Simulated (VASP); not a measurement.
# Ce2O (antifluorite type) (Fm-3m) in VASP: a series of runs, part 2 of 2

VASP 6.6.1. Earlier steps stand in the parts before.

### 3 Single point, PBE

This run uses another cell than the first one, of 18.70 Å³/atom, 1.020 times its volume.

The input, INCAR:

```
  PREC = Accurate
  ENCUT = 520
  EDIFF = 1E-6
  ISMEAR = -1
  SIGMA = 0.06122561905347299
  LREAL = F
  LASPH = T
  NELM = 60
  ALGO = Normal
  ISIF = 2
  LWAVE = F
  LCHARG = F
  GGA = PE
  NBANDS = 22
```

The input, KPOINTS:

```
Automatic mesh
0
Gamma
  16 16 16
```

The input, POSCAR:

```
Ce2O
1.0
    0.0000000000      3.0383495340      3.0383495340
    3.0383495340      0.0000000000      3.0383495340
    3.0383495340      3.0383495340      0.0000000000
Ce O
2 1
Direct
    0.2500000000      0.2500000000      0.2500000000
    0.7500000000      0.7500000000      0.7500000000
    0.0000000000      0.0000000000      0.0000000000
```

Potentials or basis: VASP PAW PBE potentials, release 64 (Ce, O).

Started as:

```
> cat potpaw_PBE.64/Ce/POTCAR potpaw_PBE.64/O/POTCAR > POTCAR
> mpirun -np 1 vasp_std > vasp.out
```

Wall time 6.1 min (1 thread of Oxide Virtual Turin-like, shared host); peak memory 0.28 GiB.

Results (log left out):

```
Free energy            : -20.5044 eV
Pressure               : -0.2 GPa
Band gap on the k mesh : zero (band 15 reaches 10.16 eV, above the bottom of band 16 at 10.07 eV)
```

Levels at points of the mesh, in eV from the Fermi level:
| k point | band 11 | band 12 | band 13 | band 14 | band 15 | band 16 | band 17 | band 18 | band 19 | band 20 |
| --- | --- | --- | --- | --- | --- | --- | --- | --- | --- | --- |
| (0.00, 0.00, 0.00) | -6.34 | -6.34 | -2.05 | -2.05 | -1.62 | 0.47 | 0.47 | 0.47 | 0.51 | 0.51 |
| (0.50, 0.00, 0.00) | -5.41 | -4.82 | -1.10 | -0.23 | -0.23 | 0.28 | 0.28 | 0.28 | 0.28 | 0.47 |
| (0.50, 0.50, 0.00) | -4.81 | -4.81 | -2.46 | -0.88 | -0.13 | 0.21 | 0.21 | 0.23 | 0.43 | 0.47 |

Caveat: spin-orbit coupling is left out, which moves the levels of the heavy elements; the run has no spin polarisation, though such a crystal can be magnetic; without U or exact exchange the open f shell lies at the Fermi level, which spoils levels, moments and volumes.

### 4 Single point, PBE

This run uses another cell than the first one, of 19.07 Å³/atom, 1.041 times its volume.

The input, INCAR:

```
SYSTEM = Ce2O
PREC = Accurate ; ENCUT = 520
EDIFF = 1E-7 ; ISMEAR = -1
SIGMA = 0.06122561905347299 ; LREAL = .FALSE.
LASPH = .TRUE. ; NELM = 80
ALGO = Normal ; ISIF = 2
LWAVE = .FALSE. ; LCHARG = .FALSE.
GGA = PE ; NBANDS = 22
```

The input, KPOINTS:

```
Automatic mesh
0
G
  16 16 16
  0 0 0
```

The input, POSCAR:

```
Ce2O
1.0
    0.0000000000      3.0584716405      3.0584716405
    3.0584716405      0.0000000000      3.0584716405
    3.0584716405      3.0584716405      0.0000000000
Ce O
2 1
Direct
    0.2500000000      0.2500000000      0.2500000000
    0.7500000000      0.7500000000      0.7500000000
    0.0000000000      0.0000000000      0.0000000000
```

Started as:

```
> cat potpaw_PBE.64/Ce/POTCAR potpaw_PBE.64/O/POTCAR > POTCAR
> mpirun -np 1 vasp_std > vasp.out
```

Run time: 7.3 min. Hardware: 1 thread of Oxide Virtual Turin-like, shared host; peak memory 0.29 GiB.

The run converged. Its results:

```
Free energy            : -20.4984 eV
Pressure               : -2.0 GPa
Band gap on the k mesh : zero (band 15 reaches 9.93 eV, above the bottom of band 16 at 9.84 eV)
```

Levels at points of the mesh, in eV from the Fermi level:
```
           k point  band 13  band 14  band 15  band 16  band 17  band 18
(0.00, 0.00, 0.00)    -1.99    -1.99    -1.65     0.45     0.45     0.45
(0.50, 0.00, 0.00)    -1.08    -0.22    -0.22     0.27     0.27     0.27
(0.50, 0.50, 0.00)    -2.40    -0.85    -0.12     0.20     0.20     0.21
```

Caveat: spin-orbit coupling is left out, which moves the levels of the heavy elements; the run has no spin polarisation, though such a crystal can be magnetic; without U or exact exchange the open f shell lies at the Fermi level, which spoils levels, moments and volumes.

### 5 Single point, PBE

This run uses another cell than the first one, of 19.07 Å³/atom, 1.041 times its volume.

The input, INCAR:

```
PREC = Accurate
ENCUT = 520
EDIFF = 1E-6
ISMEAR = -1
SIGMA = 0.06122561905347299
LREAL = False
LASPH = True
NELM = 100
ALGO = Normal
ISIF = 2
LWAVE = False
LCHARG = False
GGA = PE
NBANDS = 22
```

The input, KPOINTS:

```
regular mesh
0
Gamma
  16 16 16
```

POSCAR is that of step 4.

Started as:

```
> cat potpaw_PBE.64/Ce/POTCAR potpaw_PBE.64/O/POTCAR > POTCAR
> mpirun -np 1 vasp_std > vasp.out
```

It took 5.7 min on 1 thread of Oxide Virtual Turin-like, shared host; peak memory 0.29 GiB.

It converged, with:

- Free energy: -20.4984 eV
- Pressure: -2.0 GPa
- Band gap on the k mesh: zero (band 15 reaches 9.93 eV, above the bottom of band 16 at 9.84 eV)

Levels at points of the mesh, in eV from the Fermi level:
| k point | band 13 | band 14 | band 15 | band 16 | band 17 | band 18 |
| --- | --- | --- | --- | --- | --- | --- |
| (0.00, 0.00, 0.00) | -1.99 | -1.99 | -1.65 | 0.45 | 0.45 | 0.45 |
| (0.50, 0.00, 0.00) | -1.08 | -0.22 | -0.22 | 0.27 | 0.27 | 0.27 |
| (0.50, 0.50, 0.00) | -2.40 | -0.85 | -0.12 | 0.20 | 0.20 | 0.21 |

Caveat: spin-orbit coupling is left out, which moves the levels of the heavy elements; the run has no spin polarisation, though such a crystal can be magnetic; without U or exact exchange the open f shell lies at the Fermi level, which spoils levels, moments and volumes.

### 6 Single point, PBE

This run uses another cell than the first one, of 19.45 Å³/atom, 1.061 times its volume.

The input, INCAR:

```
ALGO     = Normal         # electronic algorithm
EDIFF    = 1E-6           # SCF threshold, eV
ENCUT    = 520            # plane-wave cutoff, eV
GGA      = PE             # functional
ISIF     = 2              # what is computed and relaxed
ISMEAR   = -1             # smearing method
LASPH    = True           # aspherical terms in the spheres
LCHARG   = False          # write CHGCAR
LREAL    = False          # projectors in reciprocal space
LWAVE    = False          # write WAVECAR
NBANDS   = 22             # bands
NELM     = 60             # most SCF steps
PREC     = Accurate       # precision mode
SIGMA    = 0.06122561905347299 # smearing width, eV
```

The input, KPOINTS:

```
k-points
0
Gamma
  16 16 16
```

The input, POSCAR:

```
Ce2O
1.0
    0.0000000000      3.0783324025      3.0783324025
    3.0783324025      0.0000000000      3.0783324025
    3.0783324025      3.0783324025      0.0000000000
Ce O
2 1
Direct
    0.2500000000      0.2500000000      0.2500000000
    0.7500000000      0.7500000000      0.7500000000
    0.0000000000      0.0000000000      0.0000000000
```

Potentials or basis: VASP PAW PBE potentials, release 64 (Ce, O).

Started as:

```
> cat potpaw_PBE.64/Ce/POTCAR potpaw_PBE.64/O/POTCAR > POTCAR
> mpirun -np 1 vasp_std > vasp.out
```

Wall time 5.1 min (1 thread of Oxide Virtual Turin-like, shared host); peak memory 0.29 GiB.

It converged, with:

- Free energy: -20.4808 eV
- Pressure: -3.5 GPa
- Band gap on the k mesh: zero (band 15 reaches 9.71 eV, above the bottom of band 16 at 9.61 eV)

Levels at points of the mesh, in eV from the Fermi level:
```csv
k point,band 11,band 12,band 13,band 14,band 15,band 16,band 17,band 18,band 19,band 20
"(0.00, 0.00, 0.00)",-6.10,-6.10,-1.93,-1.93,-1.67,0.43,0.43,0.43,0.47,0.47
"(0.50, 0.00, 0.00)",-5.23,-4.71,-1.05,-0.20,-0.20,0.26,0.26,0.26,0.26,0.43
"(0.50, 0.50, 0.00)",-4.67,-4.67,-2.34,-0.82,-0.11,0.20,0.20,0.20,0.38,0.41
```

Caveat: spin-orbit coupling is left out, which moves the levels of the heavy elements; the run has no spin polarisation, though such a crystal can be magnetic; without U or exact exchange the open f shell lies at the Fermi level, which spoils levels, moments and volumes.

### 7 Single point, PBE

This run uses another cell than the first one, of 19.82 Å³/atom, 1.082 times its volume.

The input, INCAR:

```
PREC     = Accurate       # precision mode
ENCUT    = 520            # plane-wave cutoff, eV
EDIFF    = 1E-6           # SCF threshold, eV
ISMEAR   = -1             # smearing method
SIGMA    = 0.06122561905347299 # smearing width, eV
LREAL    = F              # projectors in reciprocal space
LASPH    = T              # aspherical terms in the spheres
NELM     = 100            # most SCF steps
ALGO     = Normal         # electronic algorithm
ISIF     = 2              # what is computed and relaxed
LWAVE    = F              # write WAVECAR
LCHARG   = T              # write CHGCAR
GGA      = PE             # functional
LELF     = T              # ELF
LVHAR    = T            
NBANDS   = 22             # bands
```

The input, KPOINTS:

```
regular mesh
0
Gamma
  16 16 16
```

The input, POSCAR:

```
Ce2O
1.0
    0.0000000000      3.0979401439      3.0979401439
    3.0979401439      0.0000000000      3.0979401439
    3.0979401439      3.0979401439      0.0000000000
Ce O
2 1
Direct
    0.2500000000      0.2500000000      0.2500000000
    0.7500000000      0.7500000000      0.7500000000
    0.0000000000      0.0000000000      0.0000000000
```

Started as:

```
> cat potpaw_PBE.64/Ce/POTCAR potpaw_PBE.64/O/POTCAR > POTCAR
> mpirun -np 1 vasp_std > vasp.out
```

Run time: 9.1 min. Hardware: 1 thread of Oxide Virtual Turin-like, shared host; peak memory 0.32 GiB.

It converged, with:

* Free energy: -20.4528 eV
* Pressure: -4.9 GPa
* Band gap on the k mesh: zero (band 15 reaches 9.50 eV, above the bottom of band 16 at 9.40 eV)

Levels at points of the mesh, in eV from the Fermi level:
```tsv
k point	band 13	band 14	band 15	band 16	band 17	band 18
(0.00, 0.00, 0.00)	-1.87	-1.87	-1.69	0.42	0.42	0.42
(0.50, 0.00, 0.00)	-1.02	-0.18	-0.18	0.24	0.24	0.25
(0.50, 0.50, 0.00)	-2.29	-0.79	-0.10	0.19	0.19	0.19
```

Caveat: spin-orbit coupling is left out, which moves the levels of the heavy elements; the run has no spin polarisation, though such a crystal can be magnetic; without U or exact exchange the open f shell lies at the Fermi level, which spoils levels, moments and volumes.

### 8 Overview

| cell | gap on the mesh (eV) | pressure (GPa) |
| --- | --- | --- |
| a = 4.268 Å, angles 60.0°, 3 atoms | none | 1.7 |
| a = 4.297 Å, angles 60.0°, 3 atoms | none | -0.2 |
| a = 4.325 Å, angles 60.0°, 3 atoms | none | -2.0 |
| a = 4.353 Å, angles 60.0°, 3 atoms | none | -3.5 |
| a = 4.381 Å, angles 60.0°, 3 atoms | none | -4.9 |

Alike in all rows: task single point; level PBE; potentials or basis VASP PAW PBE potentials, release 64 (Ce, O); no spin polarisation; k mesh 16 × 16 × 16; cutoff (eV) 520; smearing fermi-dirac 0.0612256 eV.

Caveats: spin-orbit coupling is left out, which moves the levels of the heavy elements; the run has no spin polarisation, though such a crystal can be magnetic; without U or exact exchange the open f shell lies at the Fermi level, which spoils levels, moments and volumes.

Absolute energies hang on the potentials; compare differences alone.
